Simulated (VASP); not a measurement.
A run of VASP 6.6.1 is set up as follows.

INCAR

```
  PREC = Accurate
  ENCUT = 520
  EDIFF = 1E-6
  ISMEAR = 0
  SIGMA = 0.1
  LREAL = False
  LASPH = True
  NELM = 150
  ALGO = Normal
  ISIF = 2
  LWAVE = False
  LCHARG = False
  ISPIN = 2
  MAGMOM = 1 1 0 0 0 0
  LORBIT = 11
  LMAXMIX = 4
  GGA = PE
  NBANDS = 37
```

The input KPOINTS:

```
regular mesh
0
Gamma
  3 3 3
```

File POSCAR:

```
TiTe2
1.0
    3.5837816750      2.0690973148      5.5557212405
   -3.5837816750      2.0690973148      5.5557212405
    0.0000000000     -4.1381946296      5.5557212405
Ti Te
2 4
Direct
    0.7430803377      0.7430803377      0.7430803377
    0.2569196623      0.2569196623      0.2569196623
    0.0000000000      0.0000000000      0.0000000000
    0.5000000000      0.0000000000      0.0000000000
    0.0000000000      0.0000000000      0.5000000000
    0.0000000000      0.5000000000      0.0000000000
```

Potentials or basis: VASP PAW PBE potentials, release 64 (Ti_sv, Te).

Run with:

```bash
$ cat potpaw_PBE.64/Ti_sv/POTCAR potpaw_PBE.64/Te/POTCAR > POTCAR
$ mpirun -np 1 vasp_std > vasp.out
```

Problem. Estimate the site moments.

Solution. Ti +1.02; Te -0.03, -0.12 μB.

Problem. Estimate the largest force.

Solution. 0.061 eV/Å.

Forces in eV/Å, atoms in the order of the input:
```
Ti   0.000  0.000 -0.061
Ti   0.000  0.000  0.061
Te   0.000  0.000  0.000
Te   0.000  0.000  0.000
Te   0.000  0.000  0.000
Te   0.000  0.000  0.000
```

Caveat: the k points lie up to 0.36 Å⁻¹ apart.
